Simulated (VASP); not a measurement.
A run of VASP 6.6.1 is set up as follows.

Contents of INCAR:

```
SYSTEM = Na3CuBi
PREC = Accurate
ENCUT = 520
EDIFF = 1E-7
ISMEAR = 0
SIGMA = 0.1
LREAL = .False.
LASPH = .True.
NELM = 60
ALGO = Fast
ISIF = 2
LWAVE = .False.
LCHARG = .False.
GGA = PE
NBANDS = 32
```

KPOINTS

```
regular mesh
0
Gamma
  6 6 6
  0 0 0
```

POSCAR

```
Na3CuBi
1.0
    5.9577892426      0.0000000000      0.0000000000
    0.0000000000      5.9577892426      0.0000000000
    0.0000000000      0.0000000000      5.9577892426
Na Cu Bi
3 1 1
Direct
    0.0000000000      0.5000000000      0.5000000000
    0.5000000000      0.0000000000      0.5000000000
    0.5000000000      0.5000000000      0.0000000000
    0.0000000000      0.0000000000      0.0000000000
    0.5000000000      0.5000000000      0.5000000000
```

Potentials or basis: VASP PAW PBE potentials, release 64 (Na_pv, Cu, Bi_d).

Run with:

```bash
$ cat potpaw_PBE.64/Na_pv/POTCAR potpaw_PBE.64/Cu/POTCAR potpaw_PBE.64/Bi_d/POTCAR > POTCAR
$ mpirun -np 1 vasp_std > vasp.out
```

Task: Predict the band gap on the k mesh.

Result: Zero (an odd number of electrons rules out a gap without spin polarisation).

Task: Estimate the pressure.

Result: 0.0 GPa.

Caveat: spin-orbit coupling is left out, which moves the levels of the heavy elements.
